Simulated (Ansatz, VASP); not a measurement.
# CaO: VASP beside Ansatz

```
Ca O
1.0
     0.00000    2.40000    2.40000
     2.40000    0.00000    2.40000
     2.40000    2.40000    0.00000
Ca O
1 1
Direct
  0.00000 0.00000 0.00000
  0.50000 0.50000 0.50000
```

Alike in both runs: task single point; functional PBEsol; k mesh 6 × 6 × 6; occupations gaussian, width 0.05 eV; no spin polarisation.

|  | VASP | Ansatz |
| --- | --- | --- |
| version | VASP 6.6.1 | Ansatz 0.2.0 |
| potentials or method | VASP PAW PBE potentials, release 64 (Ca_sv, O), cutoff 600 eV | scalar-relativistic, plane waves, PAW |
| valence electrons in the cell | 16 | 16 |

|  | VASP | Ansatz | Ansatz less VASP |
| --- | --- | --- | --- |
| gap on the k mesh at the Fermi level (eV) | 3.53 | 3.55 | +0.021 |
| least direct gap on the mesh (eV) | 3.91 | 3.93 | +0.020 |
| pressure (GPa) | -1.8 | -2.3 | -0.48 |

VASP's potentials were made for PBE, not for PBEsol.
